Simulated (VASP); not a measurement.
# TlCl in VASP: further runs

The runs below take TlCl through single point, with PBEsol.

Everything below comes from runs of VASP 6.6.1. Logs are shortened: lines on timing, memory, paths and dates and some standing lists are left out, and cuts for length are marked.

## (1) The cell of the first run

The cell holds a slab with vacuum, 14 atoms: a = 5.331 Å, b = 6.529 Å, c = 24.233 Å, α = 90.00°, β = 90.00°, γ = 90.00°.

## (2) Single point, PBEsol

The input, INCAR:

```
SYSTEM = TlCl
PREC = Accurate ; ENCUT = 400
EDIFF = 1E-6 ; ISMEAR = 0
SIGMA = 0.5 ; LREAL = .FALSE.
LASPH = .TRUE. ; NELM = 120
ALGO = Normal ; ISIF = 2
LWAVE = .FALSE. ; LCHARG = .FALSE.
LDIPOL = .TRUE. ; IDIPOL = 3
DIPOL = 0.5 0.5 0.500 ; GGA = PS
NBANDS = 83 ; GGA_COMPAT = .FALSE.
NELMDL = -8
```

The input, KPOINTS:

```
regular mesh
0
G
  5 4 1
  0 0 0
```

The input, POSCAR:

```
TlCl
1.0
    5.3306014400      0.0000000000      0.0000000000
    0.0000000000      6.5286267750      0.0000000000
    0.0000000000      0.0000000000     24.2328725289
Tl Cl
7 7
Direct
    0.5000000000      0.6666666667      0.3094969443
    0.0000000000      0.3333333333      0.3729979629
    0.5000000000      0.0000000000      0.4364989814
    0.0000000000      0.6666666667      0.5000000000
    0.5000000000      0.3333333333      0.5635010186
    0.0000000000      0.0000000000      0.6270020371
    0.5000000000      0.6666666667      0.6905030557
    0.5000000000      0.1666666667      0.3094969443
    0.0000000000      0.8333333333      0.3729979629
    0.5000000000      0.5000000000      0.4364989814
    0.0000000000      0.1666666667      0.5000000000
    0.5000000000      0.8333333333      0.5635010186
    0.0000000000      0.5000000000      0.6270020371
    0.5000000000      0.1666666667      0.6905030557
```

Potentials or basis: VASP PAW PBE potentials, release 64 (Tl_d, Cl).

Started as:

```console
$ cat potpaw_PBE.64/Tl_d/POTCAR potpaw_PBE.64/Cl/POTCAR > POTCAR
$ mpirun -np 1 vasp_std > vasp.out
```

OUTCAR:

```text
SYSTEM = TlCl
   PREC = Accurate
   ENCUT = 400
   EDIFF = 1E-6
   ISMEAR = 0
   LREAL = .FALSE.
   LASPH = .TRUE.
   NELM = 120
   ISIF = 2
   GGA = PS
   NELMDL = -8

 ion  position               nearest neighbor table
   1  0.500  0.667  0.309-  10 3.26   8 3.26   8 3.26   9 3.26   9 3.26   3 3.77   2 3.77   2 3.77

   2  0.000  0.333  0.373-  10 3.26  10 3.26  11 3.26   9 3.26   9 3.26   8 3.26   8 3.26   3 3.77
                             3 3.77   4 3.77   1 3.77   1 3.77
   3  0.500  0.000  0.436-   9 3.26   9 3.26   8 3.26  10 3.26  10 3.26  11 3.26  11 3.26  12 3.26
                             2 3.77   2 3.77   1 3.77   4 3.77   4 3.77   5 3.77
   4  0.000  0.667  0.500-   9 3.26  13 3.26  11 3.26  11 3.26  12 3.26  12 3.26  10 3.26  10 3.26
                             6 3.77   2 3.77   3 3.77   3 3.77   5 3.77   5 3.77
   5  0.500  0.333  0.564-  13 3.26  13 3.26  14 3.26  12 3.26  12 3.26  11 3.26  11 3.26  10 3.26
                             6 3.77   6 3.77   7 3.77   4 3.77   4 3.77   3 3.77
   6  0.000  0.000  0.627-  12 3.26  12 3.26  11 3.26  13 3.26  13 3.26  14 3.26  14 3.26   5 3.77
                             5 3.77   4 3.77   7 3.77   7 3.77
   7  0.500  0.667  0.691-  12 3.26  14 3.26  14 3.26  13 3.26  13 3.26   5 3.77   6 3.77   6 3.77

   8  0.500  0.167  0.309-   3 3.26   1 3.26   1 3.26   2 3.26   2 3.26
   9  0.000  0.833  0.373-   3 3.26   3 3.26   4 3.26   2 3.26   2 3.26   1 3.26   1 3.26
  10  0.500  0.500  0.436-   2 3.26   2 3.26   1 3.26   3 3.26   3 3.26   4 3.26   4 3.26   5 3.26

  11  0.000  0.167  0.500-   2 3.26   6 3.26   4 3.26   4 3.26   5 3.26   5 3.26   3 3.26   3 3.26

  12  0.500  0.833  0.564-   6 3.26   6 3.26   7 3.26   5 3.26   5 3.26   4 3.26   4 3.26   3 3.26

  13  0.000  0.500  0.627-   5 3.26   5 3.26   4 3.26   6 3.26   6 3.26   7 3.26   7 3.26
  14  0.500  0.167  0.691-   5 3.26   7 3.26   7 3.26   6 3.26   6 3.26

  LATTYP: Found a simple orthorhombic cell.
 ALAT       =     5.3306014400
 B/A-ratio  =     1.2247448714
 C/A-ratio  =     4.5459921927

  Lattice vectors:

 A1 = (   5.3306014400,   0.0000000000,   0.0000000000)
 A2 = (   0.0000000000,   6.5286267750,   0.0000000000)
 A3 = (   0.0000000000,   0.0000000000,  24.2328725289)

Analysis of symmetry for initial positions (statically):
=====================================================================
 Subroutine PRICEL returns:
 Original cell was already a primitive cell.

 Routine SETGRP: Setting up the symmetry group for a
 simple orthorhombic supercell.

 Subroutine GETGRP returns: Found  4 space group operations
 (whereof  2 operations were pure point group operations)
 out of a pool of  8 trial point group operations.

The static configuration has the point symmetry C_1h.
 The point group associated with its full space group is C_2h.

Analysis of symmetry for dynamics (positions and initial velocities):
=====================================================================
 Subroutine PRICEL returns:
 Original cell was already a primitive cell.

 Routine SETGRP: Setting up the symmetry group for a
 simple orthorhombic supercell.

 Subroutine GETGRP returns: Found  4 space group operations
 (whereof  2 operations were pure point group operations)
 out of a pool of  8 trial point group operations.

The dynamic configuration has the point symmetry C_1h.
 The point group associated with its full space group is C_2h.

 Subroutine INISYM returns: Found  4 space group operations
 (whereof  2 operations are pure point group operations),
 and found     1 'primitive' translations

----------------------------------------------------------------------------------------

                                     Primitive cell

  volume of cell :     843.3405

  direct lattice vectors                    reciprocal lattice vectors
     5.330601440  0.000000000  0.000000000     0.187596092  0.000000000  0.000000000
     0.000000000  6.528626775  0.000000000     0.000000000  0.153171568  0.000000000
     0.000000000  0.000000000 24.232872529     0.000000000  0.000000000  0.041266259

  length of vectors
[... 54 lines left out ...]
     0.000000000  0.000000000  0.000000000

 Subroutine IBZKPT returns following result:
 ===========================================

 Found      9 irreducible k-points:

 Following reciprocal coordinates:
            Coordinates               Weight
  0.000000  0.000000  0.000000      1.000000
  0.200000  0.000000  0.000000      2.000000
  0.400000  0.000000  0.000000      2.000000
  0.000000  0.250000  0.000000      2.000000
  0.200000  0.250000  0.000000      4.000000
  0.400000  0.250000  0.000000      4.000000
  0.000000  0.500000  0.000000      1.000000
  0.200000  0.500000  0.000000      2.000000
  0.400000  0.500000  0.000000      2.000000
   k-points           NKPTS =      9   k-points in BZ     NKDIM =      9   number of bands    NBANDS=     83
   number of dos      NEDOS =    301   number of ions     NIONS =     14
   total plane-waves  NPLWV = 276480
   dimension x,y,z NGX =    36 NGY =   48 NGZ =  160
   dimension x,y,z NGXF=    72 NGYF=   96 NGZF=  320
   ions per type =               7   7
   NGX,Y,Z   is equivalent  to a cutoff of  11.23, 12.22, 10.98 a.u.
   NGXF,Y,Z  is equivalent  to a cutoff of  22.45, 24.45, 21.95 a.u.
 SYSTEM =  TlCl
   PREC   = accura    normal or accurate (medium, high low for compatibility)
   ISTART =      0    job   : 0-new  1-cont  2-samecut
   ICHARG =      2    charge: 1-file 2-atom 10-const
   ISPIN  =      1    spin polarized calculation?
   LNONCOLLINEAR =      F non collinear calculations
   LSORBIT =      F    spin-orbit coupling
   LASPH  =      T    aspherical Exc in radial PAW
   ENCUT  =  400.0 eV  29.40 Ry    5.42 a.u.   8.69 10.65 39.52*2*pi/ulx,y,z
   NELM   =    120;   NELMIN=  2; NELMDL= -8     # of ELM steps
   EDIFF  = 0.1E-05   stopping-criterion for ELM
   LREAL  =      F    real-space projection
   EDIFFG = 0.1E-04   stopping-criterion for IOM
   NSW    =      0    number of steps for IOM
   IBRION =     -1    ionic relax: 0-MD 1-quasi-New 2-CG
   NFREE  =      0    steps in history (QN), initial steepest desc. (CG)
   ISIF   =      2    stress and relaxation
   ISYM   =      2    0-nonsym 1-usesym 2-fastsym
   POTIM  = 0.5000    time-step for ionic-motion
   TEBEG  =    0.0;   TEEND  =   0.0 temperature during run
   PSTRESS=    0.0 pullay stress
   NELECT =     140.0000    total number of electrons
   NUPDOWN=      -1.0000    fix difference up-down
   EMIN   =  10.00;   EMAX   =-10.00  energy-range for DOS
   EFERMI =   0.00;   METHOD = LEGACY
   ISMEAR =     0;   SIGMA  =   0.50  broadening in eV -4-tet -1-fermi 0-gaus
   EFERMI_NEDOS =   21; number of points for ismear=-14 and -15
   IALGO  =     38    algorithm
   IMIX   =      4    mixing-type and parameters
     AMIX     =   0.40;   BMIX     =  1.00
     AMIX_MAG =   1.60;   BMIX_MAG =  1.00
  volume/ion in A,a.u.               =      60.24       406.51
  Fermi-wavevector in a.u.,A,eV,Ry     =   0.899739  1.700260 11.014327  0.809530
  Thomas-Fermi vector in A             =   2.022610
   LORBIT       =      0    0 simple, 1 ext, 2 COOP (PROOUT), +10 PAW based schemes
   GGA     = PS    functional components
   LHFCALC =     F    Hartree Fock is set to
   AEXX    =    0.0000 exact exchange contribution
   IVDW    =     0    specifies the selected vdW correction
   LEPSILON=     F    determine dielectric tensor
   LRPA    =     F    only Hartree local field effects (RPA)
 non-spin polarized calculation
 Gauss-broadening in eV      SIGMA  =   0.50
  energy-cutoff  :      400.00
  volume of cell :      843.34
 maximum number of plane-waves:     15359
 NGX is ok and might be reduce to    36
   NGX = 17   NGY = 21   NGZ = 79

 dipolmoment           0.000000      0.000000      0.000000 electrons x Angstroem

 number of electron     140.0000013 magnetization

 dipolmoment           0.000000      0.000000     -0.000000 electrons x Angstroem

 Free energy of the ion-electron system (eV)
  ---------------------------------------------------
  ext. energy  EPLUGINS =         0.00000000
  ---------------------------------------------------
  free energy    TOTEN  =       -44.29571400 eV

  energy without entropy =      -44.29490718  energy(sigma->0) =      -44.29531059

 E-fermi :  -0.6891     XC(G=0):  -4.7863

 val. band max:       -1.8812617110   @ k =   0.4000   0.5000   0.0000
 cond. band min:       0.3691275344   @ k =   0.4000   0.5000   0.0000
 fundamental gap:      2.2503892454
 Fermi energy:        -0.6891303017

 k-point     1 :       0.0000    0.0000    0.0000
  band No.  band energies     occupation
      1     -15.6356      2.00000
      2     -15.4105      2.00000
      3     -15.2883      2.00000
      4     -15.2161      2.00000
      5     -15.1868      2.00000
      6     -14.6337      2.00000
[... 754 lines left out ...]
     81       3.0523      0.00000
     82       3.3340      0.00000
 [bands above 82 left out]

------------------------ aborting loop because EDIFF is reached ----------------------------------------

 vacuum level on the upper side and lower side of the slab       (xc-potential included)        -0.118        -0.118

  FORCE on cell =-STRESS in cart. coord.  units (eV):
  Direction    XX          YY          ZZ          XY          YZ          ZX
  --------------------------------------------------------------------------------------
  -------------------------------------------------------------------------------------
  Total       -2.1312325     -4.0974953     -2.4487728      0.0000000     -0.5089880      0.0000000
  in kB       -4.0489131     -7.7844171     -4.6521758      0.0000000     -0.9669749      0.0000000
  external PRESSURE =      -5.4951687 kB  Pullay stress =       0.0000000 kB

 VOLUME and BASIS-vectors are now :
 -----------------------------------------------------------------------------
  energy-cutoff  :      400.00
  volume of cell :      843.34
      direct lattice vectors                 reciprocal lattice vectors
     5.330601440  0.000000000  0.000000000     0.187596092  0.000000000  0.000000000
     0.000000000  6.528626775  0.000000000     0.000000000  0.153171568  0.000000000
     0.000000000  0.000000000 24.232872529     0.000000000  0.000000000  0.041266259

 POSITION                                       TOTAL-FORCE (eV/Angst)
 -----------------------------------------------------------------------------------
      2.66530      4.35242      7.50000         0.000000      0.219992      0.288730
      0.00000      2.17621      9.03881         0.000000     -0.284920     -0.079848
      2.66530      0.00000     10.57762         0.000000      0.049562     -0.111048
      0.00000      4.35242     12.11644         0.000000      0.000000      0.000000
      2.66530      2.17621     13.65525         0.000000     -0.049562      0.111048
      0.00000      0.00000     15.19406         0.000000      0.284920      0.079848
      2.66530      4.35242     16.73287         0.000000     -0.219992     -0.288730
      2.66530      1.08810      7.50000         0.000000      0.102836      0.182140
      0.00000      5.44052      9.03881         0.000000     -0.173775     -0.136736
      2.66530      3.26431     10.57762         0.000000      0.065384     -0.141898
      0.00000      1.08810     12.11644         0.000000      0.000000      0.000000
      2.66530      5.44052     13.65525         0.000000     -0.065384      0.141898
      0.00000      3.26431     15.19406         0.000000      0.173775      0.136736
      2.66530      1.08810     16.73287         0.000000     -0.102836     -0.182140
 -----------------------------------------------------------------------------------
    total drift:                                0.000000     -0.000002      0.000000

  FREE ENERGIE OF THE ION-ELECTRON SYSTEM (eV)
  ---------------------------------------------------
  free  energy   TOTEN  =       -44.2957139980 eV

  energy  without entropy=      -44.2949071757  energy(sigma->0) =      -44.29531059

 vacuum level on the upper side and lower side of the slab         3.759         3.759
```

It took 7.3 min on 1 thread of AMD EPYC 9R45 (Zen 5), shared host; peak memory 0.69 GiB.

What came out:

```yaml
Free_energy: -44.2957 eV
Largest_force: 0.363 eV/Å
Band_gap_on_the_k_mesh: 2.25 eV
```

Forces in eV/Å, atoms in the order of the input:
```
Tl   0.000  0.220  0.289
Tl   0.000 -0.285 -0.080
Tl   0.000  0.050 -0.111
Tl   0.000  0.000  0.000
Tl   0.000 -0.050  0.111
Tl   0.000  0.285  0.080
Tl   0.000 -0.220 -0.289
Cl   0.000  0.103  0.182
Cl   0.000 -0.174 -0.137
Cl   0.000  0.065 -0.142
Cl   0.000  0.000  0.000
Cl   0.000 -0.065  0.142
Cl   0.000  0.174  0.137
Cl   0.000 -0.103 -0.182
```

Levels at points of the mesh, in eV from the valence-band top:
| k point | band 67 | band 68 | band 69 | band 70 | band 71 | band 72 | band 73 | band 74 |
| --- | --- | --- | --- | --- | --- | --- | --- | --- |
| (0.00, 0.00, 0.00) | -0.94 | -0.81 | -0.45 | -0.40 | 3.53 | 3.66 | 3.80 | 3.89 |
| (0.00, 0.50, 0.00) | -0.30 | -0.15 | -0.14 | -0.01 | 2.39 | 2.84 | 2.84 | 2.99 |

Caveat: the PAW data sets were made with another functional, which shifts forces and pressure a little; spin-orbit coupling is left out, which moves the levels of the heavy elements.

[end of part 1 of 2]
